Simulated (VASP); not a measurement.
# TiO2 (I4_1/amd) in VASP: notebook, part 2 of 2

VASP 6.6.1.

## Step 3: Single point, PBE+U

This run uses another cell than the first one: it holds 6 atoms, not 12.

INCAR reads:

```
ALGO = Normal
EDIFF = 1E-6
ENCUT = 520
GGA = PE
ISIF = 2
ISMEAR = 0
LASPH = True
LCHARG = False
LDAU = True
LDAUJ = 0 0
LDAUL = 2 -1
LDAUPRINT = 1
LDAUTYPE = 2
LDAUU = 4 0
LMAXMIX = 4
LREAL = False
LWAVE = False
NBANDS = 33
NELM = 150
PREC = Accurate
SIGMA = 0.02
```

KPOINTS reads:

```
k-points
0
Gamma
  8 8 8
```

POSCAR reads:

```
TiO2
1.0
   -1.9090003433      1.9090003433      4.8875564523
    1.9090003433     -1.9090003433      4.8875564523
    1.9090003433      1.9090003433     -4.8875564523
Ti O
2 4
Direct
    0.0000000000      0.0000000000      0.0000000000
    0.7500000000      0.2500000000      0.5000000000
    0.9552981748      0.4552981748      0.5000000000
    0.2052981748      0.2052981748      0.0000000000
    0.5447018252      0.0447018252      0.5000000000
    0.7947018252      0.7947018252      0.0000000000
```

Potentials or basis: VASP PAW PBE potentials, release 64 (Ti_sv, O).

The run is started by

```bash
$ cat potpaw_PBE.64/Ti_sv/POTCAR potpaw_PBE.64/O/POTCAR > POTCAR
$ mpirun -np 1 vasp_std > vasp.out
```

OUTCAR:

```text
EDIFF = 1E-6
   ENCUT = 520
   GGA = PE
   ISIF = 2
   ISMEAR = 0
   LASPH = True
   LREAL = False
   NELM = 150
   PREC = Accurate

 ion  position               nearest neighbor table
   1  0.000  0.000  0.000-   3 1.96   5 1.96   5 1.96   3 1.96   4 2.01   6 2.01
   2  0.750  0.250  0.500-   4 1.96   6 1.96   6 1.96   4 1.96   3 2.01   5 2.01
   3  0.955  0.455  0.500-   1 1.96   1 1.96   2 2.01
   4  0.205  0.205  0.000-   2 1.96   2 1.96   1 2.01
   5  0.545  0.045  0.500-   1 1.96   1 1.96   2 2.01
   6  0.795  0.795  0.000-   2 1.96   2 1.96   1 2.01

  LATTYP: Found a body centered tetragonal cell.
 ALAT       =     3.8180006866
 C/A-ratio  =     2.5602700751

  Lattice vectors:

 A1 = (  -1.9090003433,   1.9090003433,   4.8875564523)
 A2 = (   1.9090003433,  -1.9090003433,   4.8875564523)
 A3 = (   1.9090003433,   1.9090003433,  -4.8875564523)

Analysis of symmetry for initial positions (statically):
=====================================================================
 Subroutine PRICEL returns:
 Original cell was already a primitive cell.

 Routine SETGRP: Setting up the symmetry group for a
 body centered tetragonal supercell.

 Subroutine GETGRP returns: Found 16 space group operations
 (whereof  8 operations were pure point group operations)
 out of a pool of 16 trial point group operations.

[... 224 lines left out ...]
  o =  0.1000  v =  0.0000  0.0000  0.0000  0.0000  0.0000  0.0000  0.6355 -0.0000 -0.7721 -0.0000      0.0000  0.0000  0.0000  0.0000  0.0000  0.0000  0.0000  0.0000  0.0000  0.0000
  o =  0.1000  v =  0.0000  0.6355 -0.0000 -0.7721 -0.0000  0.0000  0.0000  0.0000  0.0000  0.0000      0.0000  0.0000  0.0000  0.0000  0.0000  0.0000  0.0000  0.0000  0.0000  0.0000
  o =  0.1037  v =  0.0000  0.0000  0.0000  0.0000  0.0000  1.0000  0.0000  0.0000  0.0000  0.0000      0.0000  0.0000  0.0000  0.0000  0.0000  0.0000  0.0000  0.0000  0.0000  0.0000
  o =  0.1037  v =  1.0000  0.0000  0.0000  0.0000  0.0000  0.0000  0.0000  0.0000  0.0000  0.0000      0.0000  0.0000  0.0000  0.0000  0.0000  0.0000  0.0000  0.0000  0.0000  0.0000
  o =  0.2445  v =  0.0000 -0.0000 -1.0000 -0.0000  0.0000  0.0000  0.0000  0.0000  0.0000  0.0000      0.0000  0.0000  0.0000  0.0000  0.0000  0.0000  0.0000  0.0000  0.0000  0.0000
  o =  0.2445  v =  0.0000  0.0000  0.0000  0.0000  0.0000  0.0000 -0.0000 -1.0000 -0.0000  0.0000      0.0000  0.0000  0.0000  0.0000  0.0000  0.0000  0.0000  0.0000  0.0000  0.0000
  o =  0.2455  v =  0.0000  0.0000  0.0000  0.0000  0.0000  0.0000 -0.0000 -0.0000  0.0000 -1.0000      0.0000  0.0000  0.0000  0.0000  0.0000  0.0000  0.0000  0.0000  0.0000  0.0000
  o =  0.2455  v =  0.0000 -0.0000 -0.0000  0.0000 -1.0000  0.0000  0.0000  0.0000  0.0000  0.0000      0.0000  0.0000  0.0000  0.0000  0.0000  0.0000  0.0000  0.0000  0.0000  0.0000

 number of electron      47.9999994 magnetization

 Free energy of the ion-electron system (eV)
  ---------------------------------------------------
  ext. energy  EPLUGINS =         0.00000000
  ---------------------------------------------------
  free energy    TOTEN  =       -48.50087739 eV

  energy without entropy =      -48.50087739  energy(sigma->0) =      -48.50087739

 E-fermi :   3.4385     XC(G=0): -10.5146

 val. band max:        3.1975117786   @ k =  -0.3750   0.3750   0.0000
 cond. band min:       5.8816916879   @ k =   0.0000   0.0000   0.0000
 fundamental gap:      2.6841799093
 Fermi energy:         3.4385365302

 k-point     1 :       0.0000    0.0000    0.0000
  band No.  band energies     occupation
      1     -54.2957      2.00000
      2     -54.2512      2.00000
      3     -30.6457      2.00000
      4     -30.4490      2.00000
      5     -30.4490      2.00000
      6     -30.3950      2.00000
[... 853 lines left out ...]
     32       9.5482      0.00000
     33      10.0981      0.00000

 [... further k-points ...]
[... 5 lines left out ...]
  --------------------------------------------------------------------------------------
  -------------------------------------------------------------------------------------
  Total        2.0113470      2.0113470      1.6100498      0.0000000      0.0000000      0.0000000
  in kB       45.2307515     45.2307515     36.2064624      0.0000000      0.0000000      0.0000000
  external PRESSURE =      42.2226551 kB  Pullay stress =       0.0000000 kB

 VOLUME and BASIS-vectors are now :
 -----------------------------------------------------------------------------
  energy-cutoff  :      520.00
  volume of cell :       71.25
      direct lattice vectors                 reciprocal lattice vectors
    -1.909000343  1.909000343  4.887556452     0.000000000  0.261917187  0.102300609
     1.909000343 -1.909000343  4.887556452     0.261917187  0.000000000  0.102300609
     1.909000343  1.909000343 -4.887556452     0.261917187  0.261917187  0.000000000

 POSITION                                       TOTAL-FORCE (eV/Angst)
 -----------------------------------------------------------------------------------
      0.00000      0.00000      0.00000         0.000000      0.000000      0.000000
     -0.00000      1.90900      2.44378         0.000000      0.000000     -0.000000
      0.00000      1.90900      4.45059         0.000000     -0.000000      0.150051
      0.00000      0.00000      2.00681        -0.000000      0.000000      0.150051
     -0.00000      1.90900      0.43697         0.000000     -0.000000     -0.150051
      0.00000      0.00000      7.76830        -0.000000      0.000000     -0.150051
 -----------------------------------------------------------------------------------
    total drift:                                0.000000     -0.000000      0.000000

  FREE ENERGIE OF THE ION-ELECTRON SYSTEM (eV)
  ---------------------------------------------------
  free  energy   TOTEN  =       -48.5008773874 eV

  energy  without entropy=      -48.5008773874  energy(sigma->0) =      -48.50087739
```

stdout:

```text
POSCAR found type information on POSCAR TiO
 POSCAR found :  2 types and       6 ions
 scaLAPACK will be used
 LDA part: xc-table for (Slater+PW92), standard interpolation
 POSCAR, INCAR and KPOINTS ok, starting setup
 FFT: planning ... GRIDC
 FFT: planning ... GRID_SOFT
 FFT: planning ... GRID
 WAVECAR not read
 entering main loop
```

Wall time 7.2 min (1 thread of AMD EPYC 7R13, shared host); peak memory 0.29 GiB.

Results:

| Quantity | Value |
| --- | --- |
| Free energy | -48.5009 eV |
| Pressure | 4.2 GPa |
| Largest force | 0.150 eV/Å |
| Band gap on the k mesh | 2.68 eV (least direct gap 2.95 eV) |

Forces on the atoms (eV/Å):
```
Ti   0.000  0.000  0.000
Ti   0.000  0.000  0.000
O    0.000  0.000  0.150
O    0.000  0.000  0.150
O    0.000  0.000 -0.150
O    0.000  0.000 -0.150
```

Stress tensor (GPa, compression positive):
```
4.52 0.00 0.00
0.00 4.52 0.00
0.00 0.00 3.62
```

Eigenvalues of the final occupation matrices:
| site | spin | trace | eigenvalues |
| --- | --- | --- | --- |
| site 1 d | 1 | 0.79 | 0.10 0.10 0.10 0.24 0.25 |
| site 1 d | 2 | 0.79 | 0.10 0.10 0.10 0.24 0.25 |
| site 2 d | 1 | 0.79 | 0.10 0.10 0.10 0.24 0.25 |
| site 2 d | 2 | 0.79 | 0.10 0.10 0.10 0.24 0.25 |

Caveat: the cell stands under pressure. A k mesh can miss the band edges.

## Step 4: Single point, PBE+U (biaxial strain in the a-b plane: +1.5 %)

INCAR reads:

```
SYSTEM = TiO2
PREC = Accurate
ENCUT = 520
EDIFF = 1E-6
ISMEAR = 0
SIGMA = 0.02
LREAL = .FALSE.
LASPH = .TRUE.
NELM = 150
ALGO = Normal
ISIF = 2
LWAVE = .FALSE.
LCHARG = .FALSE.
LMAXMIX = 4
LDAU = .TRUE.
LDAUTYPE = 2
LDAUL = 2 -1
LDAUU = 4 0
LDAUJ = 0 0
LDAUPRINT = 1
GGA = PE
NBANDS = 60
```

KPOINTS reads:

```
regular mesh
0
G
  6 6 4
  0 0 0
```

POSCAR reads:

```
TiO2
1.0
    3.8752706968      0.0000000000      0.0000000000
    0.0000000000      3.8752706968      0.0000000000
    0.0000000000      0.0000000000      9.6871368885
Ti O
4 8
Direct
    0.0000000000      0.0000000000      0.0000000000
    0.0000000000      0.5000000000      0.2500000000
    0.5000000000      0.5000000000      0.5000000000
    0.5000000000      0.0000000000      0.7500000000
    0.0000000000      0.5000000000      0.4552981748
    0.0000000000      0.0000000000      0.2052981748
    0.0000000000      0.5000000000      0.0447018252
    0.5000000000      0.5000000000      0.2947018252
    0.5000000000      0.0000000000      0.9552981748
    0.5000000000      0.5000000000      0.7052981748
    0.5000000000      0.0000000000      0.5447018252
    0.0000000000      0.0000000000      0.7947018252
```

The run is started by

```bash
$ cat potpaw_PBE.64/Ti_sv/POTCAR potpaw_PBE.64/O/POTCAR > POTCAR
$ mpirun -np 1 vasp_std > vasp.out
```

Wall time 3.3 min (1 thread of Intel Xeon Platinum 8488C (Sapphire Rapids), shared host); peak memory 0.34 GiB.

It converged, with:

```yaml
Free_energy: -97.0192 eV
Pressure: 0.3 GPa
Largest_force: 0.318 eV/Å
Band_gap_on_the_k_mesh: 2.65 eV
```

Forces on the atoms (eV/Å):
```
Ti   0.000  0.000  0.000
Ti   0.000  0.000  0.000
Ti   0.000  0.000  0.000
Ti   0.000  0.000  0.000
O    0.000  0.000  0.318
O    0.000  0.000  0.318
O    0.000  0.000 -0.318
O    0.000  0.000 -0.318
O    0.000  0.000  0.318
O    0.000  0.000  0.318
O    0.000  0.000 -0.318
O    0.000  0.000 -0.318
```

Stress tensor (GPa, compression positive):
```
-1.25  0.00  0.00
 0.00 -1.25  0.00
 0.00  0.00  3.36
```

Levels at points of the mesh, in eV from the valence-band top:
```tsv
k point	band 44	band 45	band 46	band 47	band 48	band 49	band 50	band 51	band 52	band 53
(0.00, 0.00, 0.00)	-0.63	-0.31	-0.31	-0.03	-0.03	2.65	2.99	2.99	3.36	4.17
(0.50, 0.00, 0.00)	-1.00	-0.78	-0.78	-0.71	-0.71	3.70	3.70	3.81	3.81	3.90
(0.50, 0.50, 0.00)	-1.76	0.00	0.00	0.00	0.00	3.71	3.71	3.71	3.71	4.09
(0.00, 0.00, 0.50)	-0.91	-0.12	-0.12	-0.12	-0.12	2.75	2.75	3.25	3.25	4.21
(0.50, 0.00, 0.50)	-0.78	-0.73	-0.73	-0.57	-0.57	3.62	3.62	3.84	3.84	3.91
(0.50, 0.50, 0.50)	-1.33	-0.18	-0.18	-0.18	-0.18	3.87	3.87	3.87	3.87	3.94
```

Eigenvalues of the final occupation matrices:
```
    site  spin  trace               eigenvalues
site 1 d     1   0.78  0.10 0.10 0.10 0.23 0.25
site 1 d     2   0.78  0.10 0.10 0.10 0.23 0.25
site 2 d     1   0.78  0.10 0.10 0.10 0.23 0.25
site 2 d     2   0.78  0.10 0.10 0.10 0.23 0.25
site 3 d     1   0.78  0.10 0.10 0.10 0.23 0.25
site 3 d     2   0.78  0.10 0.10 0.10 0.23 0.25
site 4 d     1   0.78  0.10 0.10 0.10 0.23 0.25
site 4 d     2   0.78  0.10 0.10 0.10 0.23 0.25
```

Caveat: the cell differs from its parent crystal (biaxial strain in the a-b plane: +1.5 %).

## Step 5: Summary

```tsv
cell	k mesh	gap on the mesh (eV)	pressure (GPa)	largest force (eV/Å)
a = 3.933, b = 3.933, c = 9.449 Å, 12 atoms, atomic positions A	6 × 6 × 4	2.49	-1.9	0.21
a = 5.584 Å, angles 140.0, 140.0, 57.8°, 6 atoms, atomic positions B	8 × 8 × 8	2.68	4.2	0.15
a = 3.875, b = 3.875, c = 9.687 Å, 12 atoms, atomic positions C	6 × 6 × 4	2.65	0.3	0.32
```

Alike in all rows: task single point; level PBE+U; potentials or basis VASP PAW PBE potentials, release 64 (Ti_sv, O); no spin polarisation; Ti d U = 4.0 eV; cutoff (eV) 520; smearing gaussian 0.02 eV.

Caveats: the stress differs along the axes, from -5 to 4 GPa (at least some runs); the cell stands under pressure (at least some runs).

Absolute energies hang on the potentials; compare differences alone.
